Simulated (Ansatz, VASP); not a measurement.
## HfO3: VASP beside Ansatz

INCAR

```
SYSTEM = HfO3
ALGO = Normal ; EDIFF = 1E-6
EDIFFG = -0.04 ; ENCUT = 600
GGA = PE ; IBRION = 2
ISIF = 3 ; ISMEAR = 0
LASPH = .True. ; LCHARG = .False.
LREAL = .False. ; LWAVE = .False.
NELM = 100 ; NSW = 90
PREC = Accurate ; SIGMA = 0.1
```

The input KPOINTS:

```
k-points
0
Gamma
  6 6 2
  0 0 0
```

File POSCAR:

```
HfO3
1.0
    2.5125884400      0.0000000000      0.0000000000
   -1.2562942200      2.1759654200      0.0000000000
    0.0000000000      0.0000000000      7.7142373200
Hf O
1 3
Direct
    0.0000000000      0.0000000000      0.0000000000
    0.0000000000      0.0000000000      0.5000000000
    0.3333333300      0.6666666700      0.2531949900
    0.3333333300      0.6666666700      0.7468050100
```

Input for Ansatz:

```yaml
crystal:
  lattice:
    - [2.51258844, 0.0, 0.0]
    - [-1.25629422, 2.17596542, 0.0]
    - [0.0, 0.0, 7.71423732]
  atoms:
    - { symbol: Hf, position: [0.0, 0.0, 0.0] }
    - { symbol: O, position: [0.0, 0.0, 0.5] }
    - { symbol: O, position: [0.33333333, 0.66666667, 0.25319499] }
    - { symbol: O, position: [0.33333333, 0.66666667, 0.74680501] }
basis:
  ecutwfc: 420
kpoints:
  mp_grid: { grid: [6, 6, 2] }
hamiltonian:
  xc: pbe
scf:
  occupations: { method: gaussian, width: 0.1 }
  lower_state_search: "off"
output:
  forces: true
  stress: true
  eigenvalues: true
relax:
  adjacent_minimum: "off"
  f_tol: 0.04
  max_steps: 70
  cell: { stress_tol: 0.4 }
```

Change from the starting cell: species swapped into the InAg3 type (P-6m2, No. 187).

Alike in both runs: task relaxation of cell and atoms; functional PBE; k mesh 6 × 6 × 2; occupations gaussian, width 0.1 eV; no spin polarisation.

|  | VASP | Ansatz |
| --- | --- | --- |
| version | VASP 6.6.1 | Ansatz 0.2.0 |
| potentials or method | VASP PAW PBE potentials, release 64 (Hf_pv, O), cutoff 600 eV | scalar-relativistic, plane waves, PAW |
| valence electrons in the cell | 28 | 44 |

|  | VASP | Ansatz | Ansatz less VASP |
| --- | --- | --- | --- |
| gap on the k mesh at the Fermi level, each at its own relaxed structure (eV) | none | none | - |
| relaxed volume (Å³/atom) | 11.09 | 11.65 | +0.563 |
| relaxed cell length with the largest relative difference (Å) | 4.757 | 4.158 | -0.5990 |

A gap of «none» marks a metal or a gap that the smearing closes. One of these differences is far larger than is usual between the two programs; its cause wasn't traced. VASP's potentials hold 28 valence electrons a cell and Ansatz's 44, so a difference there can come from the potentials and not from the codes.

The k mesh is coarse, so the values compare programs but aren't converged. Neither program's run includes spin-orbit coupling.
